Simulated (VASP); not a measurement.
Input of a VASP 6.6.1 run:

INCAR

```
SYSTEM = LiH
ALGO = Normal
EDIFF = 1E-6
ENCUT = 520
GGA = PE
ISIF = 2
ISMEAR = -1
LASPH = .TRUE.
LCHARG = .FALSE.
LREAL = .FALSE.
LWAVE = .FALSE.
NBANDS = 9
NELM = 80
PREC = Accurate
SIGMA = 0.02
```

Contents of KPOINTS:

```
k-points
0
G
  10 10 10
  0 0 0
```

The input POSCAR:

```
LiH
1.0
    0.0000000000      2.0033988197      2.0033988197
    2.0033988197      0.0000000000      2.0033988197
    2.0033988197      2.0033988197      0.0000000000
Li H
1 1
Direct
    0.0000000000      0.0000000000      0.0000000000
    0.5000000000      0.5000000000      0.5000000000
```

Potentials or basis: VASP PAW PBE potentials, release 64 (Li_sv, H).

The run is started by

```console
$ cat potpaw_PBE.64/Li_sv/POTCAR potpaw_PBE.64/H/POTCAR > POTCAR
$ mpirun -np 1 vasp_std > vasp.out
```

Problem. Estimate the band gap on the k mesh.

Solution. 2.98 eV.

 A k mesh can miss the band edges.
